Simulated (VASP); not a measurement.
Write the native input for VASP 6.6.1 that does the following.

| Property | Result |
| --- | --- |
| Task | single point |
| Functional | r2SCAN |
| Potentials or basis | VASP PAW PBE potentials, release 64 (Ti_sv) |
| Cutoff | 520 eV |
| k mesh | 26 × 26 × 26 |
| Occupations | gaussian, width 0.15 eV |
| Spin | no spin polarisation |
| Dipole correction | no |
| Further INCAR settings | ALGO = Normal; EDIFF = 1e-06; NBANDS = 12 |

Ti:

```
Ti
1.0
     0.00000    2.05515    2.09625
     2.05515    0.00000    2.09625
     2.05515    2.05515    0.00000
Ti
1
Direct
  0.00000 0.00000 0.00000
```

This cell differs from its parent crystal: strain +0.0200 x Voigt [0, 0, 1, 0, 0, 0].

The input as run:

POSCAR

```
Ti
1.0
    0.0000000000      2.0551516146      2.0962546469
    2.0551516146      0.0000000000      2.0962546469
    2.0551516146      2.0551516146      0.0000000000
Ti
1
Direct
    0.0000000000      0.0000000000      0.0000000000
```

INCAR.step1

```
SYSTEM = Ti
PREC = Accurate ; ENCUT = 520
ISMEAR = 0 ; SIGMA = 0.15
LREAL = .False. ; LASPH = .True.
NELM = 80 ; NBANDS = 12
GGA = PE ; ALGO = Normal
EDIFF = 1E-4 ; LWAVE = .True.
LCHARG = .False.
```

INCAR.step2

```
SYSTEM = Ti
PREC = Accurate ; ENCUT = 520
EDIFF = 1E-6 ; ISMEAR = 0
SIGMA = 0.15 ; LREAL = .False.
LASPH = .True. ; NELM = 80
ALGO = Normal ; ISIF = 2
LWAVE = .False. ; LCHARG = .False.
METAGGA = R2SCAN ; LMIXTAU = .True.
NBANDS = 12 ; ISTART = 1
```

KPOINTS

```
Automatic mesh
0
Gamma
  26 26 26
  0 0 0
```

Potentials or basis: VASP PAW PBE potentials, release 64 (Ti_sv).

Command:

```bash
$ cat potpaw_PBE.64/Ti_sv/POTCAR > POTCAR
$ cp INCAR.step1 INCAR
$ mpirun -np 1 vasp_std > vasp.out
$ cp INCAR.step2 INCAR
$ mpirun -np 1 vasp_std > vasp.out
```

Results of the run:

```
Pressure               : -1.7 GPa
Band gap on the k mesh : zero (bands 6 and 7 overlap by 1.43 eV)
```

Caveat: the cell differs from its parent crystal (strain +0.0200 x Voigt [0, 0, 1, 0, 0, 0]); the PAW data sets were made with another functional, which shifts forces and pressure a little.

Wall time 20 min on 1 thread of Oxide Virtual Turin-like Processor, with other jobs on the host, peak memory 0.35 GiB.
